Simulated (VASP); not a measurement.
HgTe (rocksalt type):

```xyz
2
Lattice="0.0000 2.9784 2.9784 2.9784 0.0000 2.9784 2.9784 2.9784 0.0000" Properties=species:S:1:pos:R:3 pbc="T T T"
Hg    0.0000    0.0000    0.0000
Te    2.9784    2.9784    2.9784
```

```yaml
Program: VASP 6.6.1
Task: relaxation of cell and atoms
Functional: PBE
Potentials_or_basis: VASP PAW PBE potentials, release 64 (Hg, Te)
Cutoff: 600 eV
k_mesh: 12 × 12 × 12
Occupations: fermi-dirac, width 0.08 eV
Spin: no spin polarisation
```

At the start: pressure 5.7 GPa; volume 26.42 Å³/atom.

Question: Where does the relaxation end?

Answer: Over 5 steps the energy falls by 42.8 meV/atom and the volume is 29.07 Å³/atom (+10.0 %); space group Fm-3m (No. 225, to 0.05 Å).

The path:
| step | energy change (eV) | largest force (eV/Å) | pressure (GPa) | volume (Å³) |
| --- | --- | --- | --- | --- |
| 1 | 0.0000 | 0.0000 | 5.73 | 52.84 |
| 2 | -0.0741 | 0.0000 | -1.58 | 60.40 |
| 3 | -0.0857 | 0.0000 | 0.03 | 58.12 |
| 4 | -0.0856 | 0.0000 | -0.06 | 58.23 |
| 5 | -0.0857 | 0.0000 | 0.00 | 58.14 |

Final structure:
```
Hg Te
1.0
     0.00000    3.07481    3.07481
     3.07481    0.00000    3.07481
     3.07481    3.07481    0.00000
Hg Te
1 1
Direct
  0.00000 0.00000 0.00000
  0.50000 0.50000 0.50000
```
